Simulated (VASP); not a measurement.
Wanted: the native input for a VASP 6.6.1 run.

| Quantity | Value |
| --- | --- |
| Task | relaxation of cell and atoms |
| Functional | PBEsol |
| Potentials or basis | VASP PAW PBE potentials, release 64 (Si, C) |
| Cutoff | 600 eV |
| k mesh | 12 × 12 × 2 |
| Occupations | gaussian, width 0.02 eV |
| Spin | no spin polarisation |
| Dipole correction | no |
| Further INCAR settings | ALGO = Normal; EDIFF = 1e-06; IBRION = 2; EDIFFG = -0.005; NSW = 100; ISIF = 3 |

The structure of SiC (Moissanite 6H) lies in POSCAR:

```
SiC
1.0
    3.0950000000      0.0000000000      0.0000000000
   -1.5475000000      2.6803486247      0.0000000000
    0.0000000000      0.0000000000     15.1700000000
Si C
6 6
Direct
    0.0000000000      0.0000000000      0.1250000000
    0.0000000000      0.0000000000      0.6250000000
    0.3333333333      0.6666666667      0.2917000000
    0.6666666667      0.3333333333      0.7917000000
    0.3333333333      0.6666666667      0.9583000000
    0.6666666667      0.3333333333      0.4583000000
    0.0000000000      0.0000000000      0.0000000000
    0.0000000000      0.0000000000      0.5000000000
    0.3333333333      0.6666666667      0.1667000000
    0.6666666667      0.3333333333      0.6667000000
    0.3333333333      0.6666666667      0.8333000000
    0.6666666667      0.3333333333      0.3333000000
```

One way to write it, as run:

INCAR

```
PREC = Accurate
ENCUT = 600
EDIFF = 1E-6
ISMEAR = 0
SIGMA = 0.02
LREAL = False
LASPH = True
NELM = 60
ALGO = Normal
ISIF = 3
LWAVE = False
LCHARG = False
GGA = PS
IBRION = 2
NSW = 100
EDIFFG = -0.005
```

KPOINTS

```
regular mesh
0
Gamma
  12 12 2
```

Potentials or basis: VASP PAW PBE potentials, release 64 (Si, C).

Launch:

```bash
$ cat potpaw_PBE.64/Si/POTCAR potpaw_PBE.64/C/POTCAR > POTCAR
$ mpirun -np 1 vasp_std > vasp.out
```

Results of the run:

* Relaxed volume: 10.34 Å³/atom
* Relaxed cell: a = 3.080 Å, b = 3.080 Å, c = 15.112 Å, α = 90.00°, β = 90.00°, γ = 120.00°
* Space group after relaxing (to 0.05 Å): P6_3mc (No. 186)
* Energy gained by relaxing: 1.4 meV/atom
* Ionic steps: 7
* Pressure after relaxing: 0.0 GPa
* Band gap on the k mesh: 1.91 eV, indirect (least direct gap 3.02 eV)

Caveat: the PAW data sets were made with another functional, which shifts forces and pressure a little.

Run time: 18 min on 1 thread of Oxide Virtual Turin-like Processor, on a shared host, peak memory 0.35 GiB.
